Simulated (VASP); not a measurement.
Set up this calculation in VASP 6.6.1, as the native input.

```yaml
Task: single point
Functional: r2SCAN
Potentials_or_basis: VASP PAW PBE potentials, release 64 (Al, Cu)
Cutoff: 520 eV
k_mesh: 10 × 10 × 14
Occupations: gaussian, width 0.1 eV
Spin: no spin polarisation
Dipole_correction: no
Further_INCAR_settings: ALGO = Normal; EDIFF = 1e-06; NBANDS = 16
```

The system is Al2Cu.

```
Al Cu
1.0
     4.10518    0.00000    0.00000
     0.00000    4.10518    0.00000
     0.00000    0.00000    2.89131
Al Cu
2 1
Direct
  0.00000 0.00000 0.00000
  0.00000 0.50000 0.50000
  0.50000 0.00000 0.50000
```

One way to write it, as run:

POSCAR

```
Al2Cu
1.0
    4.1051820000      0.0000000000      0.0000000000
    0.0000000000      4.1051820000      0.0000000000
    0.0000000000      0.0000000000      2.8913130000
Al Cu
2 1
Direct
    0.0000000000      0.0000000000      0.0000000000
    0.0000000000      0.5000000000      0.5000000000
    0.5000000000      0.0000000000      0.5000000000
```

INCAR.step1

```
PREC = Accurate
ENCUT = 520
ISMEAR = 0
SIGMA = 0.1
LREAL = False
LASPH = True
NELM = 80
NBANDS = 16
GGA = PE
ALGO = Normal
EDIFF = 1E-4
LWAVE = True
LCHARG = False
```

INCAR.step2

```
PREC = Accurate
ENCUT = 520
EDIFF = 1E-6
ISMEAR = 0
SIGMA = 0.1
LREAL = False
LASPH = True
NELM = 80
ALGO = Normal
ISIF = 2
LWAVE = False
LCHARG = False
METAGGA = R2SCAN
LMIXTAU = True
NBANDS = 16
ISTART = 1
```

KPOINTS

```
Automatic mesh
0
Gamma
  10 10 14
```

Potentials or basis: VASP PAW PBE potentials, release 64 (Al, Cu).

Launch:

```sh
$ cat potpaw_PBE.64/Al/POTCAR potpaw_PBE.64/Cu/POTCAR > POTCAR
$ cp INCAR.step1 INCAR
$ mpirun -np 1 vasp_std > vasp.out
$ cp INCAR.step2 INCAR
$ mpirun -np 1 vasp_std > vasp.out
```

Results of the run:

The pressure is 4.4 GPa.

Caveat: the PAW data sets were made with another functional, which shifts forces and pressure a little.

Wall time 12 min on 1 thread of Intel Xeon 8259CL (shared host), peak memory 0.35 GiB.
